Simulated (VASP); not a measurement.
A run of VASP 6.6.1 is set up as follows.

Contents of INCAR:

```
SYSTEM = Se
PREC = Accurate ; ENCUT = 520
EDIFF = 1E-6 ; ISMEAR = 0
SIGMA = 0.15 ; LREAL = .False.
LASPH = .True. ; NELM = 100
ALGO = Normal ; ISIF = 2
LWAVE = .False. ; LCHARG = .True.
GGA = PE ; LELF = .True.
LVHAR = .True. ; NBANDS = 13
```

Contents of KPOINTS:

```
regular mesh
0
Gamma
  18 18 10
  0 0 0
```

POSCAR

```
Se
1.0
    1.3942694300     -4.0390027650      0.0000000000
    1.3942694300      4.0390027650      0.0000000000
    0.0000000000      0.0000000000      4.6134314000
Se
2
Direct
    0.9356553200      0.0643446800      0.2500000000
    0.0643446800      0.9356553200      0.7500000000
```

Potentials or basis: VASP PAW PBE potentials, release 64 (Se).

Run with:

```bash
$ cat potpaw_PBE.64/Se/POTCAR > POTCAR
$ mpirun -np 1 vasp_std > vasp.out
```

Q: What does it give for the pressure?

A: 1.6 GPa.

Q: Estimate the largest force.

A: 0.021 eV/Å.

Q: Estimate the band gap on the k mesh.

A: Zero (band 6 reaches 5.47 eV, above the bottom of band 7 at 1.67 eV).

Stress tensor (GPa, compression positive):
```
0.74 0.00 0.00
0.00 0.94 0.00
0.00 0.00 3.06
```
